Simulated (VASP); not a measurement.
Here is a VASP 6.6.1 calculation.

Contents of INCAR:

```
ALGO = Normal
EDIFF = 1E-6
ENCUT = 520
GGA = PS
ISIF = 2
ISMEAR = 0
LASPH = True
LCHARG = False
LREAL = False
LWAVE = False
NBANDS = 36
NELM = 100
PREC = Accurate
SIGMA = 0.15
```

Contents of KPOINTS:

```
k-points
0
Gamma
  14 14 14
```

File POSCAR:

```
TiO
1.0
    4.2580425106      0.0000000000      0.0000000000
    0.0000000000      4.2580425106      0.0000000000
    0.0000000000      0.0000000000      3.6193361340
Ti O
3 3
Direct
    0.5000000000      0.5000000000      0.0000000000
    0.0000000000      0.5000000000      0.5000000000
    0.5000000000      0.0000000000      0.5000000000
    0.0000000000      0.5000000000      0.0000000000
    0.5000000000      0.0000000000      0.0000000000
    0.0000000000      0.0000000000      0.5000000000
```

Potentials or basis: VASP PAW PBE potentials, release 64 (Ti_sv, O).

Run with:

```sh
$ cat potpaw_PBE.64/Ti_sv/POTCAR potpaw_PBE.64/O/POTCAR > POTCAR
$ mpirun -np 1 vasp_std > vasp.out
```

(1) What does it give for the pressure?

(2) Estimate the band gap on the k mesh.

Answers

(1) 11.8 GPa.

(2) zero (bands 27 and 28 overlap by 2.22 eV).

Caveat: the stress differs along the axes, from -11 to 57 GPa; the PAW data sets were made with another functional, which shifts forces and pressure a little; semilocal functionals often make such compounds metallic where correlation or magnetic order opens a gap, which also shifts bond lengths.
